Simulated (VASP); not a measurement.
# Mg (Fm-3m) in VASP: a series of runs

Aim: see how the results for Mg move with the level of theory and the settings. Levels: LDA, PBE, PBEsol. Tasks: relaxation of cell and atoms.

Program: VASP 6.6.1. These are calculated values, not measurements. Logs are shortened: lines on timing, memory, paths and dates and some standing lists are left out, and cuts for length are marked.

**1. The cell of the first run**

Symmetry: Fm-3m, No. 225, cubic system. Conventional cell: a = 4.489 Å, b = 4.489 Å, c = 4.489 Å, α = 90.00°, β = 90.00°, γ = 90.00°. Mg (site symmetry m-3m) has 12 Mg at 3.17 Å within 4.2 Å.

**2. Relaxation of cell and atoms, LDA**

File INCAR:

```
SYSTEM = Mg
PREC = Accurate
ENCUT = 600
EDIFF = 1E-6
ISMEAR = -1
SIGMA = 0.05
LREAL = .FALSE.
LASPH = .TRUE.
NELM = 100
ALGO = Fast
ISIF = 3
LWAVE = .FALSE.
LCHARG = .FALSE.
IBRION = 2
NSW = 60
EDIFFG = -0.01
```

File KPOINTS:

```
regular mesh
0
G
  10 10 10
  0 0 0
```

File POSCAR:

```
Mg
1.0
    0.0000000000      2.2442560000      2.2442560000
    2.2442560000      0.0000000000      2.2442560000
    2.2442560000      2.2442560000      0.0000000000
Mg
1
Direct
    0.0000000000      0.0000000000      0.0000000000
```

Potentials or basis: VASP PAW LDA potentials, release 64 (Mg).

Run with:

```bash
cat potpaw_LDA.64/Mg/POTCAR > POTCAR
mpirun -np 1 vasp_std > vasp.out
```

OUTCAR:

```text
SYSTEM = Mg
   PREC = Accurate
   ENCUT = 600
   EDIFF = 1E-6
   ISMEAR = -1
   LREAL = .FALSE.
   LASPH = .TRUE.
   NELM = 100
   ISIF = 3
   IBRION = 2
   NSW = 60
   EDIFFG = -0.01

 ion  position               nearest neighbor table
   1  0.000  0.000  0.000-

  LATTYP: Found a face centered cubic cell.
 ALAT       =     4.4885120000

  Lattice vectors:

 A1 = (   0.0000000000,   2.2442560000,   2.2442560000)
 A2 = (   2.2442560000,   0.0000000000,   2.2442560000)
 A3 = (   2.2442560000,   2.2442560000,   0.0000000000)

Analysis of symmetry for initial positions (statically):
=====================================================================
 Subroutine PRICEL returns:
 Original cell was already a primitive cell.

 Routine SETGRP: Setting up the symmetry group for a
 face centered cubic supercell.

 Subroutine GETGRP returns: Found 48 space group operations
 (whereof 48 operations were pure point group operations)
 out of a pool of 48 trial point group operations.

The static configuration has the point symmetry O_h .

Analysis of symmetry for dynamics (positions and initial velocities):
=====================================================================
 Subroutine PRICEL returns:
 Original cell was already a primitive cell.

 Routine SETGRP: Setting up the symmetry group for a
 face centered cubic supercell.

 Subroutine GETGRP returns: Found 48 space group operations
 (whereof 48 operations were pure point group operations)
 out of a pool of 48 trial point group operations.

The dynamic configuration has the point symmetry O_h .

 Subroutine INISYM returns: Found 48 space group operations
 (whereof 48 operations are pure point group operations),
 and found     1 'primitive' translations

----------------------------------------------------------------------------------------

                                     Primitive cell

  volume of cell :      22.6072

  direct lattice vectors                    reciprocal lattice vectors
     0.000000000  2.244256000  2.244256000    -0.222790983  0.222790983  0.222790983
     2.244256000  0.000000000  2.244256000     0.222790983 -0.222790983  0.222790983
     2.244256000  2.244256000  0.000000000     0.222790983  0.222790983 -0.222790983

  length of vectors
     3.173857273  3.173857273  3.173857273     0.385885302  0.385885302  0.385885302

  position of ions in fractional coordinates (direct lattice)
     0.000000000  0.000000000  0.000000000

  ion indices of the primitive-cell ions
[... 81 lines left out ...]
   ISYM   =      2    0-nonsym 1-usesym 2-fastsym
   POTIM  = 0.5000    time-step for ionic-motion
   TEBEG  =    0.0;   TEEND  =   0.0 temperature during run
   PSTRESS=    0.0 pullay stress
   NELECT =       2.0000    total number of electrons
   NUPDOWN=      -1.0000    fix difference up-down
   EMIN   =  10.00;   EMAX   =-10.00  energy-range for DOS
   EFERMI =   0.00;   METHOD = LEGACY
   ISMEAR =    -1;   SIGMA  =   0.05  broadening in eV -4-tet -1-fermi 0-gaus
   EFERMI_NEDOS =   21; number of points for ismear=-14 and -15
   IALGO  =     68    algorithm
   IMIX   =      4    mixing-type and parameters
     AMIX     =   0.40;   BMIX     =  1.00
     AMIX_MAG =   1.60;   BMIX_MAG =  1.00
  volume/ion in A,a.u.               =      22.61       152.56
  Fermi-wavevector in a.u.,A,eV,Ry     =   0.729462  1.378483  7.239854  0.532114
  Thomas-Fermi vector in A             =   1.821189
   LORBIT       =      0    0 simple, 1 ext, 2 COOP (PROOUT), +10 PAW based schemes
   GGA     = CA    functional components
   LHFCALC =     F    Hartree Fock is set to
   AEXX    =    0.0000 exact exchange contribution
   IVDW    =     0    specifies the selected vdW correction
   LEPSILON=     F    determine dielectric tensor
   LRPA    =     F    only Hartree local field effects (RPA)
 conjugate gradient relaxation of ions
 non-spin polarized calculation
 RMM-DIIS sequential band-by-band and
  energy-cutoff  :      600.00
  volume of cell :       22.61
 maximum number of plane-waves:       769
 NGX is ok and might be reduce to    28
   NGX = 13   NGY = 13   NGZ = 13

--------------------------------------- Ionic step        1  -------------------------------------------

 number of electron       2.0000000 magnetization

 Free energy of the ion-electron system (eV)
  ---------------------------------------------------
  ext. energy  EPLUGINS =         0.00000000
  ---------------------------------------------------
  free energy    TOTEN  =        -1.79390462 eV

  energy without entropy =       -1.78986657  energy(sigma->0) =       -1.79188560

------------------------ aborting loop because EDIFF is reached ----------------------------------------

  FORCE on cell =-STRESS in cart. coord.  units (eV):
  Direction    XX          YY          ZZ          XY          YZ          ZX
  --------------------------------------------------------------------------------------
  -------------------------------------------------------------------------------------
  Total       -0.2403916     -0.2403916     -0.2403916      0.0000000      0.0000000      0.0000000
  in kB      -17.0365889    -17.0365889    -17.0365889      0.0000000      0.0000000      0.0000000
  external PRESSURE =     -17.0365889 kB  Pullay stress =       0.0000000 kB
[... 57 lines left out ...]
--------------------------------------- Ionic step        3  -------------------------------------------

 number of electron       2.0000000 magnetization

 Free energy of the ion-electron system (eV)
  ---------------------------------------------------
  ext. energy  EPLUGINS =         0.00000000
  ---------------------------------------------------
  free energy    TOTEN  =        -1.79957368 eV

  energy without entropy =       -1.79567784  energy(sigma->0) =       -1.79762576

 E-fermi :   2.8589     XC(G=0):  -8.8804

 val. band max:        2.8274036061   @ k =  -0.4000   0.5000   0.1000
 cond. band min:       2.9488772655   @ k =  -0.3000   0.4000   0.1000
 fundamental gap:      0.1214736594
 Fermi energy:         2.8588845785

 k-point     1 :       0.0000    0.0000    0.0000
  band No.  band energies     occupation
      1      -4.3925      2.00000
      2      15.4668      0.00000
      3      15.4668      0.00000
      4      15.4668      0.00000
      5      17.6038      0.00000
[... 177 lines left out ...]
 k-point    24 :       0.4000    0.3000    0.0000
  band No.  band energies     occupation
      1      -0.5425      2.00000
      2       7.7407      0.00000
      3       8.3144      0.00000
      4      10.6792      0.00000
      5      11.5004      0.00000

 [... further k-points ...]
[... 5 lines left out ...]
  --------------------------------------------------------------------------------------
  -------------------------------------------------------------------------------------
  Total       -0.0015475     -0.0015475     -0.0015475      0.0000000      0.0000000      0.0000000
  in kB       -0.1148484     -0.1148484     -0.1148484      0.0000000      0.0000000      0.0000000
  external PRESSURE =      -0.1148484 kB  Pullay stress =       0.0000000 kB
[... 16 lines left out ...]
  FREE ENERGIE OF THE ION-ELECTRON SYSTEM (eV)
  ---------------------------------------------------
  free  energy   TOTEN  =        -1.7995736773 eV

  energy  without entropy=       -1.7956778448  energy(sigma->0) =       -1.79762576

 reached required accuracy - stopping structural energy minimisation
```

CONTCAR:

```text
Mg
   1.00000000000000
    -0.0000000000000000    2.2100392194945258    2.2100392194945258
     2.2100392194945258    0.0000000000000000    2.2100392194945258
     2.2100392194945258    2.2100392194945258    0.0000000000000000
  Mg
     1
Direct
     0.0000000000000000    0.0000000000000000    0.0000000000000000

  0.00000000E+00  0.00000000E+00  0.00000000E+00
```

It took 5.7 s on 1 thread of Intel Xeon 6975P-C (Granite Rapids), shared host; peak memory 0.15 GiB.

What came out:

- Free energy: -1.7996 eV
- Relaxed volume: 21.59 Å³/atom
- Relaxed cell: a = 3.125 Å, b = 3.125 Å, c = 3.125 Å, α = 60.00°, β = 60.00°, γ = 60.00°
- Space group after relaxing (to 0.05 Å): Fm-3m (No. 225)
- Energy gained by relaxing: 5.7 meV/atom
- Ionic steps: 3
- Pressure after relaxing: 0.0 GPa
- Band gap on the k mesh: zero (band 1 reaches 3.65 eV, above the bottom of band 2 at 1.47 eV)

The path:
```
step  energy change (eV)  largest force (eV/Å)  pressure (GPa)  volume (Å³)
   1              0.0000                0.0000           -1.70        22.61
   2             -0.0053                0.0000           -0.45        21.83
   3             -0.0057                0.0000           -0.01        21.59
```

Final structure:
```cif
data_structure
_symmetry_space_group_name_H-M 'P 1'
_symmetry_Int_Tables_number 1
_cell_length_a 3.1255
_cell_length_b 3.1255
_cell_length_c 3.1255
_cell_angle_alpha 60.000
_cell_angle_beta 60.000
_cell_angle_gamma 60.000
_cell_volume 21.59
loop_
_atom_site_label
_atom_site_type_symbol
_atom_site_fract_x
_atom_site_fract_y
_atom_site_fract_z
_atom_site_occupancy
Mg1 Mg 0.00000 0.00000 0.00000 1
```

Levels at points of the mesh, in eV from the Fermi level:
| k point | band 1 | band 2 | band 3 | band 4 |
| --- | --- | --- | --- | --- |
| (0.00, 0.00, 0.00) | -7.25 | 12.61 | 12.61 | 12.61 |
| (0.50, 0.00, 0.00) | -1.85 | -1.39 | 11.50 | 11.50 |
| (0.50, 0.50, 0.00) | -0.30 | 0.75 | 6.16 | 7.13 |

**3. Relaxation of cell and atoms, PBE**

File INCAR:

```
SYSTEM = Mg
PREC = Accurate
ENCUT = 600
EDIFF = 1E-7
ISMEAR = -1
SIGMA = 0.05
LREAL = .FALSE.
LASPH = .TRUE.
NELM = 100
ALGO = Normal
ISIF = 3
LWAVE = .FALSE.
LCHARG = .FALSE.
GGA = PE
IBRION = 2
NSW = 60
EDIFFG = -0.01
```

File KPOINTS:

```
Automatic mesh
0
G
  10 10 10
  0 0 0
```

POSCAR is that of step 2.

Potentials or basis: VASP PAW PBE potentials, release 64 (Mg).

Run with:

```bash
cat potpaw_PBE.64/Mg/POTCAR > POTCAR
mpirun -np 1 vasp_std > vasp.out
```

OUTCAR:

```text
SYSTEM = Mg
   PREC = Accurate
   ENCUT = 600
   EDIFF = 1E-7
   ISMEAR = -1
   LREAL = .FALSE.
   LASPH = .TRUE.
   NELM = 100
   ISIF = 3
   GGA = PE
   IBRION = 2
   NSW = 60
   EDIFFG = -0.01

 ion  position               nearest neighbor table
   1  0.000  0.000  0.000-

  LATTYP: Found a face centered cubic cell.
 ALAT       =     4.4885120000

  Lattice vectors:

 A1 = (   0.0000000000,   2.2442560000,   2.2442560000)
 A2 = (   2.2442560000,   0.0000000000,   2.2442560000)
 A3 = (   2.2442560000,   2.2442560000,   0.0000000000)

Analysis of symmetry for initial positions (statically):
=====================================================================
 Subroutine PRICEL returns:
 Original cell was already a primitive cell.

 Routine SETGRP: Setting up the symmetry group for a
 face centered cubic supercell.

 Subroutine GETGRP returns: Found 48 space group operations
 (whereof 48 operations were pure point group operations)
[... 164 lines left out ...]

------------------------ aborting loop because EDIFF is reached ----------------------------------------

  FORCE on cell =-STRESS in cart. coord.  units (eV):
  Direction    XX          YY          ZZ          XY          YZ          ZX
  --------------------------------------------------------------------------------------
  -------------------------------------------------------------------------------------
  Total        0.0964354      0.0964354      0.0964354      0.0000000      0.0000000      0.0000000
  in kB        6.8343908      6.8343908      6.8343908      0.0000000      0.0000000      0.0000000
  external PRESSURE =       6.8343908 kB  Pullay stress =       0.0000000 kB
[... 57 lines left out ...]
--------------------------------------- Ionic step        3  -------------------------------------------

 number of electron       2.0000000 magnetization

 Free energy of the ion-electron system (eV)
  ---------------------------------------------------
  ext. energy  EPLUGINS =         0.00000000
  ---------------------------------------------------
  free energy    TOTEN  =        -1.49642331 eV

  energy without entropy =       -1.49238513  energy(sigma->0) =       -1.49440422

 E-fermi :   2.6811     XC(G=0):  -8.4821

 val. band max:        2.6527241648   @ k =  -0.4000   0.5000   0.1000
 cond. band min:       2.7746597944   @ k =  -0.3000   0.4000   0.1000
 fundamental gap:      0.1219356296
 Fermi energy:         2.6811451061

 k-point     1 :       0.0000    0.0000    0.0000
  band No.  band energies     occupation
      1      -4.3019      2.00000
      2      14.9451      0.00000
      3      14.9451      0.00000
      4      14.9451      0.00000
      5      16.8602      0.00000
[... 177 lines left out ...]
 k-point    24 :       0.4000    0.3000    0.0000
  band No.  band energies     occupation
      1      -0.6014      2.00000
      2       7.4167      0.00000
      3       7.9466      0.00000
      4      10.2129      0.00000
      5      11.0129      0.00000

 [... further k-points ...]
[... 5 lines left out ...]
  --------------------------------------------------------------------------------------
  -------------------------------------------------------------------------------------
  Total       -0.0011646     -0.0011646     -0.0011646     -0.0000000      0.0000000      0.0000000
  in kB       -0.0810271     -0.0810271     -0.0810271     -0.0000000      0.0000000      0.0000000
  external PRESSURE =      -0.0810271 kB  Pullay stress =       0.0000000 kB
[... 16 lines left out ...]
  FREE ENERGIE OF THE ION-ELECTRON SYSTEM (eV)
  ---------------------------------------------------
  free  energy   TOTEN  =        -1.4964233130 eV

  energy  without entropy=       -1.4923851265  energy(sigma->0) =       -1.49440422

 reached required accuracy - stopping structural energy minimisation
```

CONTCAR:

```text
Mg
   1.00000000000000
     0.0000000000000000    2.2581262569001561    2.2581262569001561
     2.2581262569001561   -0.0000000000000000    2.2581262569001561
     2.2581262569001561    2.2581262569001561    0.0000000000000000
  Mg
     1
Direct
     0.0000000000000000    0.0000000000000000    0.0000000000000000

  0.00000000E+00  0.00000000E+00  0.00000000E+00
```

It took 6.9 s on 1 thread of Intel Xeon 6975P-C (Granite Rapids), shared host; peak memory 0.15 GiB.

What came out:

- Free energy: -1.4964 eV
- Relaxed volume: 23.03 Å³/atom
- Relaxed cell: a = 3.193 Å, b = 3.193 Å, c = 3.193 Å, α = 60.00°, β = 60.00°, γ = 60.00°
- Space group after relaxing (to 0.05 Å): Fm-3m (No. 225)
- Energy gained by relaxing: 0.9 meV/atom
- Ionic steps: 3
- Pressure after relaxing: 0.0 GPa
- Band gap on the k mesh: zero (band 1 reaches 3.45 eV, above the bottom of band 2 at 1.32 eV)

Step by step:
| step | energy change (eV) | largest force (eV/Å) | pressure (GPa) | volume (Å³) |
| --- | --- | --- | --- | --- |
| 1 | 0.0000 | 0.0000 | 0.68 | 22.61 |
| 2 | -0.0008 | 0.0000 | 0.16 | 22.92 |
| 3 | -0.0009 | 0.0000 | -0.01 | 23.03 |

Final structure:
```xyz
1
Lattice="0.0000 2.2581 2.2581 2.2581 0.0000 2.2581 2.2581 2.2581 0.0000" Properties=species:S:1:pos:R:3 pbc="T T T"
Mg    0.0000    0.0000    0.0000
```

Levels at points of the mesh, in eV from the Fermi level:
| k point | band 1 | band 2 | band 3 | band 4 | band 5 |
| --- | --- | --- | --- | --- | --- |
| (0.00, 0.00, 0.00) | -6.98 | 12.26 | 12.26 | 12.26 | 14.18 |
| (0.50, 0.00, 0.00) | -1.77 | -1.36 | 11.18 | 11.18 | 11.98 |
| (0.50, 0.50, 0.00) | -0.29 | 0.72 | 6.01 | 6.85 | 6.85 |

**4. Relaxation of cell and atoms, PBEsol**

File INCAR:

```
PREC = Accurate
ENCUT = 600
EDIFF = 1E-6
ISMEAR = -1
SIGMA = 0.05
LREAL = F
LASPH = T
NELM = 60
ALGO = Normal
ISIF = 3
LWAVE = F
LCHARG = F
GGA = PS
IBRION = 2
NSW = 60
EDIFFG = -0.01
```

File KPOINTS:

```
Automatic mesh
0
Gamma
  10 10 10
```

POSCAR is that of step 3.

Run with:

```bash
cat potpaw_PBE.64/Mg/POTCAR > POTCAR
mpirun -np 1 vasp_std > vasp.out
```

Wall time 3.5 s (1 thread of Intel Xeon 6975P-C (Granite Rapids), shared host); peak memory 0.15 GiB.

It converged, with:

| Quantity | Value |
| --- | --- |
| Free energy | -1.7134 eV |
| Pressure after relaxing | 0.0 GPa |
| Band gap on the k mesh | zero (band 1 reaches 3.51 eV, above the bottom of band 2 at 1.38 eV) |

Final structure:
```
CELL_PARAMETERS angstrom
0.00000 2.24426 2.24426
2.24426 0.00000 2.24426
2.24426 2.24426 0.00000
ATOMIC_POSITIONS crystal
Mg 0.00000 0.00000 0.00000
```

Levels at points of the mesh, in eV from the Fermi level:
| k point | band 1 | band 2 | band 3 | band 4 | band 5 |
| --- | --- | --- | --- | --- | --- |
| (0.00, 0.00, 0.00) | -7.06 | 12.37 | 12.37 | 12.37 | 14.38 |
| (0.50, 0.00, 0.00) | -1.81 | -1.36 | 11.26 | 11.26 | 12.16 |
| (0.50, 0.50, 0.00) | -0.30 | 0.73 | 6.05 | 6.94 | 6.94 |

Caveat: the relaxation stopped at its first step, so nothing moved; the PAW data sets were made with another functional, which shifts forces and pressure a little.

**5. Summary**

| level | potentials or basis | gap on the mesh (eV) | pressure (GPa) | relaxed volume (Å³/atom) |
| --- | --- | --- | --- | --- |
| LDA | VASP PAW LDA potentials, release 64 (Mg) | none | 0.0 | 21.59 |
| PBE | VASP PAW PBE potentials, release 64 (Mg) | none | 0.0 | 23.03 |
| PBEsol | VASP PAW PBE potentials, release 64 (Mg) | none | 0.0 | - |

Alike in all rows: task relaxation of cell and atoms; no spin polarisation; cell relaxed; k mesh 10 × 10 × 10; cutoff (eV) 600; smearing fermi-dirac 0.05 eV.

Caveats: the relaxation stopped at its first step, so nothing moved (some runs); the PAW data sets were made with another functional, which shifts forces and pressure a little (some runs).

Absolute energies hang on the potentials; compare differences alone.
